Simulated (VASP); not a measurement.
I (a cell with a defect): single point with LDA

I (a cell with a defect):

```
CELL_PARAMETERS angstrom
-7.26241 0.00000 4.78499
0.00000 -9.78311 0.00000
7.26241 0.00000 4.78499
ATOMIC_POSITIONS crystal
I 0.05768 0.87546 0.06022
I 0.32827 0.64172 0.32978
I 0.47135 0.90811 0.47265
I 0.17809 0.38954 0.17967
I 0.03971 0.87216 0.54878
I 0.36567 0.62316 0.85191
I 0.39598 0.12289 0.88605
I 0.21115 0.37272 0.70158
I 0.54741 0.87262 0.03976
I 0.85214 0.62321 0.36725
I 0.88597 0.12247 0.39738
I 0.70175 0.37257 0.21299
I 0.87404 0.63114 0.87696
I 0.90036 0.12427 0.90316
I 0.72093 0.38202 0.72389
```

- Program: VASP 6.6.1
- Task: single point
- Functional: LDA
- Potentials or basis: VASP PAW LDA potentials, release 64 (I)
- Cutoff: 520 eV
- k mesh: 2 × 2 × 2
- Occupations: gaussian, width 0.1 eV
- Spin: no spin polarisation
- Dipole correction: no
- Further INCAR settings: LREAL = Auto; ALGO = Normal; EDIFF = 1e-06; NBANDS = 66

The pressure is -1.4 GPa, the largest force is 0.264 eV/Å and the band gap on the k mesh is zero (an odd number of electrons rules out a gap without spin polarisation).

Forces in eV/Å, atoms in the order of the input:
```
I   -0.003 -0.005 -0.068
I   -0.004 -0.090  0.067
I   -0.002  0.256 -0.063
I   -0.002 -0.082  0.139
I    0.046  0.017 -0.105
I    0.008 -0.029  0.118
I   -0.002 -0.032 -0.127
I    0.025  0.014  0.085
I   -0.042  0.027 -0.111
I   -0.002 -0.025  0.116
I    0.007 -0.034 -0.123
I   -0.021  0.014  0.086
I   -0.006 -0.047  0.043
I   -0.002 -0.031 -0.085
I    0.000  0.048  0.029
```

Stress tensor (GPa, compression positive):
```
-0.91  0.00  0.00
 0.00 -1.99  0.13
 0.00  0.13 -1.44
```

Levels at points of the mesh, in eV from the Fermi level:
```csv
k point,band 51,band 52,band 53,band 54,band 55,band 56
"(0.00, 0.00, 0.00)",-0.24,-0.10,0.03,0.86,1.36,1.63
"(0.50, 0.00, 0.00)",-0.23,-0.12,-0.05,1.06,1.08,1.32
"(0.00, 0.00, 0.50)",-0.23,-0.12,-0.05,1.07,1.07,1.32
"(0.00, 0.50, 0.00)",-0.19,0.02,0.05,1.18,1.20,1.37
"(0.50, 0.50, 0.00)",-0.22,-0.14,-0.03,1.49,1.51,1.54
"(0.00, 0.50, 0.50)",-0.22,-0.14,-0.03,1.49,1.51,1.54
"(0.50, 0.00, 0.50)",-0.20,-0.12,-0.04,0.89,1.37,1.62
"(0.50, 0.50, 0.50)",-0.27,-0.13,-0.06,1.27,1.28,1.37
```

It took 6.7 min on 1 thread of Intel(R) Xeon(R) Platinum 8488C (Sapphire Rapids), on a shared host, peak memory 0.6 GiB.

Caveat: the k points lie up to 0.39 Å⁻¹ apart, too coarse for converged energies and pressures of a metal; spin-orbit coupling is left out, which moves the levels of the heavy elements; an odd number of electrons without spin polarisation forces a metal; a magnetic or distorted state may lie lower.
